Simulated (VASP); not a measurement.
# MoS2 (P6_3/mmc) in VASP: notebook

Runs on MoS2. Level: PBEsol. Tasks: single point.

Everything below comes from runs of VASP 6.6.1. Logs are shortened: lines on timing, memory, paths and dates and some standing lists are left out, and cuts for length are marked.

**1. The cell of the first run**

It takes space group P6_3/mmc (No. 194, hexagonal). The conventional cell has a = 3.110 Å, b = 3.110 Å, c = 12.626 Å, α = 90.00°, β = 90.00°, γ = 120.00°. Within 3.2 Å of Mo (site symmetry -6m2) lie 6 S at 2.39 Å and 6 Mo at 3.11 Å. S (site symmetry 3m) has 3 Mo at 2.39 Å and 7 S at 3.11 to 3.14 Å within 3.2 Å.

**2. Single point, PBEsol (in-plane strain -0.01, then relaxed in part)**

INCAR

```
PREC     = Accurate       # precision mode
ENCUT    = 520            # plane-wave cutoff, eV
EDIFF    = 1E-6           # SCF threshold, eV
ISMEAR   = 0              # smearing method
SIGMA    = 0.01           # smearing width, eV
LREAL    = F              # projectors in reciprocal space
LASPH    = T              # aspherical terms in the spheres
NELM     = 100            # most SCF steps
ALGO     = Normal         # electronic algorithm
ISIF     = 2              # what is computed and relaxed
LWAVE    = F              # write WAVECAR
LCHARG   = T              # write CHGCAR
GGA      = PS             # functional
LELF     = T              # ELF
LVHAR    = T            
NBANDS   = 35             # bands
```

KPOINTS

```
regular mesh
0
Gamma
  6 6 2
```

POSCAR

```
MoS2
1.0
    3.1100447418      0.0000000000      0.0000000000
   -1.5550223709      2.6933777533      0.0000000000
    0.0000000000      0.0000000000     12.6255949119
Mo S
2 4
Direct
    0.3333333333      0.6666666667      0.2500000000
    0.6666666667      0.3333333333      0.7500000000
    0.3333333333      0.6666666667      0.6256273507
    0.6666666667      0.3333333333      0.1256273507
    0.3333333333      0.6666666667      0.8743726493
    0.6666666667      0.3333333333      0.3743726493
```

Potentials or basis: VASP PAW PBE potentials, release 64 (Mo_sv, S).

On the command line:

```bash
$ cat potpaw_PBE.64/Mo_sv/POTCAR potpaw_PBE.64/S/POTCAR > POTCAR
$ mpirun -np 1 vasp_std > vasp.out
```

OUTCAR:

```text
PREC = Accurate
   ENCUT = 520
   EDIFF = 1E-6
   ISMEAR = 0
   LREAL = F
   LASPH = T
   NELM = 100
   ISIF = 2
   GGA = PS

 ion  position               nearest neighbor table
   1  0.333  0.667  0.250-   4 2.39   6 2.39   4 2.39   6 2.39   4 2.39   6 2.39
   2  0.667  0.333  0.750-   3 2.39   5 2.39   3 2.39   5 2.39   3 2.39   5 2.39
   3  0.333  0.667  0.626-   2 2.39   2 2.39   2 2.39
   4  0.667  0.333  0.126-   1 2.39   1 2.39   1 2.39
   5  0.333  0.667  0.874-   2 2.39   2 2.39   2 2.39
   6  0.667  0.333  0.374-   1 2.39   1 2.39   1 2.39

  LATTYP: Found a hexagonal cell.
 ALAT       =     3.1100447418
 C/A-ratio  =     4.0596184171

  Lattice vectors:

 A1 = (   3.1100447418,   0.0000000000,   0.0000000000)
 A2 = (  -1.5550223709,   2.6933777533,   0.0000000000)
 A3 = (   0.0000000000,   0.0000000000,  12.6255949119)

Analysis of symmetry for initial positions (statically):
=====================================================================
 Subroutine PRICEL returns:
 Original cell was already a primitive cell.

 Routine SETGRP: Setting up the symmetry group for a
 hexagonal supercell.

 Subroutine GETGRP returns: Found 24 space group operations
 (whereof 12 operations were pure point group operations)
 out of a pool of 24 trial point group operations.

The static configuration has the point symmetry D_3d.
 The point group associated with its full space group is D_6h.

Analysis of symmetry for dynamics (positions and initial velocities):
=====================================================================
 Subroutine PRICEL returns:
 Original cell was already a primitive cell.

 Routine SETGRP: Setting up the symmetry group for a
 hexagonal supercell.

 Subroutine GETGRP returns: Found 24 space group operations
 (whereof 12 operations were pure point group operations)
 out of a pool of 24 trial point group operations.

The dynamic configuration has the point symmetry D_3d.
 The point group associated with its full space group is D_6h.

 Subroutine INISYM returns: Found 24 space group operations
 (whereof 12 operations are pure point group operations),
 and found     1 'primitive' translations

----------------------------------------------------------------------------------------

                                     Primitive cell

  volume of cell :     105.7586

[... 86 lines left out ...]
   LREAL  =      F    real-space projection
   EDIFFG = 0.1E-04   stopping-criterion for IOM
   NSW    =      0    number of steps for IOM
   IBRION =     -1    ionic relax: 0-MD 1-quasi-New 2-CG
   NFREE  =      0    steps in history (QN), initial steepest desc. (CG)
   ISIF   =      2    stress and relaxation
   ISYM   =      2    0-nonsym 1-usesym 2-fastsym
   POTIM  = 0.5000    time-step for ionic-motion
   TEBEG  =    0.0;   TEEND  =   0.0 temperature during run
   PSTRESS=    0.0 pullay stress
   NELECT =      52.0000    total number of electrons
   NUPDOWN=      -1.0000    fix difference up-down
   EMIN   =  10.00;   EMAX   =-10.00  energy-range for DOS
   EFERMI =   0.00;   METHOD = LEGACY
   ISMEAR =     0;   SIGMA  =   0.01  broadening in eV -4-tet -1-fermi 0-gaus
   EFERMI_NEDOS =   21; number of points for ismear=-14 and -15
   IALGO  =     38    algorithm
   IMIX   =      4    mixing-type and parameters
     AMIX     =   0.40;   BMIX     =  1.00
     AMIX_MAG =   1.60;   BMIX_MAG =  1.00
  volume/ion in A,a.u.               =      17.63       118.95
  Fermi-wavevector in a.u.,A,eV,Ry     =   1.292124  2.441759 22.716058  1.669583
  Thomas-Fermi vector in A             =   2.423851
   LORBIT       =      0    0 simple, 1 ext, 2 COOP (PROOUT), +10 PAW based schemes
   GGA     = PS    functional components
   LHFCALC =     F    Hartree Fock is set to
   AEXX    =    0.0000 exact exchange contribution
   IVDW    =     0    specifies the selected vdW correction
   LEPSILON=     F    determine dielectric tensor
   LRPA    =     F    only Hartree local field effects (RPA)
 non-spin polarized calculation
 Gauss-broadening in eV      SIGMA  =   0.01
  energy-cutoff  :      520.00
  volume of cell :      105.76
 maximum number of plane-waves:      2870
 NGX is ok and might be reduce to    24
   NGX = 11   NGY = 11   NGZ = 47

 number of electron      52.0000008 magnetization

 Free energy of the ion-electron system (eV)
  ---------------------------------------------------
  ext. energy  EPLUGINS =         0.00000000
  ---------------------------------------------------
  free energy    TOTEN  =       -46.88521370 eV

  energy without entropy =      -46.88521370  energy(sigma->0) =      -46.88521370

 E-fermi :   7.4644     XC(G=0): -11.0088

 val. band max:        7.3628587417   @ k =   0.0000   0.0000   0.0000
 cond. band min:       8.4018236261   @ k =   0.1667   0.1667   0.0000
 fundamental gap:      1.0389648844
 Fermi energy:         7.4643538612

 k-point     1 :       0.0000    0.0000    0.0000
  band No.  band energies     occupation
      1     -53.7906      2.00000
      2     -53.7906      2.00000
      3     -28.0270      2.00000
      4     -28.0269      2.00000
      5     -27.7178      2.00000
      6     -27.7178      2.00000
[... 521 lines left out ...]
     34      12.0476      0.00000
     35      14.3151      0.00000

------------------------ aborting loop because EDIFF is reached ----------------------------------------

  FORCE on cell =-STRESS in cart. coord.  units (eV):
  Direction    XX          YY          ZZ          XY          YZ          ZX
  --------------------------------------------------------------------------------------
  -------------------------------------------------------------------------------------
  Total        1.8730379      1.8730379     -0.0514896      0.0000000      0.0000000      0.0000000
  in kB       28.3753611     28.3753611     -0.7800347      0.0000000      0.0000000      0.0000000
  external PRESSURE =      18.6568958 kB  Pullay stress =       0.0000000 kB

 VOLUME and BASIS-vectors are now :
 -----------------------------------------------------------------------------
  energy-cutoff  :      520.00
  volume of cell :      105.76
      direct lattice vectors                 reciprocal lattice vectors
     3.110044742  0.000000000  0.000000000     0.321538783  0.185640503  0.000000000
    -1.555022371  2.693377753  0.000000000     0.000000000  0.371281005  0.000000000
     0.000000000  0.000000000 12.625594912     0.000000000  0.000000000  0.079204189

 POSITION                                       TOTAL-FORCE (eV/Angst)
 -----------------------------------------------------------------------------------
     -0.00000      1.79559      3.15640         0.000000      0.000000      0.000000
      1.55502      0.89779      9.46920        -0.000000      0.000000      0.000000
     -0.00000      1.79559      7.89892        -0.000000     -0.000000      0.000120
      1.55502      0.89779      1.58612        -0.000000      0.000000      0.000120
     -0.00000      1.79559     11.03947         0.000000     -0.000000     -0.000120
      1.55502      0.89779      4.72668         0.000000      0.000000     -0.000120
 -----------------------------------------------------------------------------------
    total drift:                                0.000000     -0.000000      0.000000

  FREE ENERGIE OF THE ION-ELECTRON SYSTEM (eV)
  ---------------------------------------------------
  free  energy   TOTEN  =       -46.8852136969 eV

  energy  without entropy=      -46.8852136969  energy(sigma->0) =      -46.88521370
```

stdout:

```text
POSCAR found type information on POSCAR MoS
 POSCAR found :  2 types and       6 ions
 scaLAPACK will be used
 -----------------------------------------------------------------------------
|                                                                             |
|                                                                             |
|     You enforced a specific xc type in the INCAR file but a different       |
|     I HOPE YOU KNOW WHAT YOU ARE DOING!                                     |
|                                                                             |
 -----------------------------------------------------------------------------

 LDA part: xc-table for (Slater+PW92), standard interpolation
 POSCAR, INCAR and KPOINTS ok, starting setup
 FFT: planning ... GRIDC
 FFT: planning ... GRID_SOFT
 FFT: planning ... GRID
 WAVECAR not read
 entering main loop
```

It took 23 s on 1 thread of Intel Xeon 6975P-C (Granite Rapids), shared host; peak memory 0.23 GiB.

Results:

```
Free energy            : -46.8852 eV
Pressure               : 1.9 GPa
Band gap on the k mesh : 1.04 eV, indirect (least direct gap 1.86 eV)
```

Stress tensor (GPa, compression positive):
```
 2.84  0.00  0.00
 0.00  2.84  0.00
 0.00  0.00 -0.08
```

Levels at points of the mesh, in eV from the valence-band top:
| k point | band 22 | band 23 | band 24 | band 25 | band 26 | band 27 | band 28 | band 29 | band 30 | band 31 |
| --- | --- | --- | --- | --- | --- | --- | --- | --- | --- | --- |
| (0.00, 0.00, 0.00) | -1.85 | -1.85 | -1.33 | -1.17 | 0.00 | 2.47 | 2.47 | 2.49 | 2.49 | 2.66 |
| (0.50, 0.00, 0.00) | -2.45 | -1.36 | -1.23 | -1.21 | -1.17 | 2.03 | 2.07 | 2.36 | 2.66 | 3.13 |
| (0.00, 0.00, 0.50) | -1.86 | -1.86 | -1.86 | -0.31 | -0.31 | 2.48 | 2.48 | 2.48 | 2.48 | 2.73 |
| (0.50, 0.00, 0.50) | -2.56 | -1.29 | -1.29 | -1.19 | -1.19 | 2.05 | 2.05 | 2.52 | 2.52 | 3.47 |

Caveat: the cell differs from its parent crystal (in-plane strain -0.01, then relaxed in part); the PAW data sets were made with another functional, which shifts forces and pressure a little; this functional lacks dispersion, which binds the layers, so the pressure and a relaxed spacing across them are unreliable.

(Part 1 of 3 ends here.)
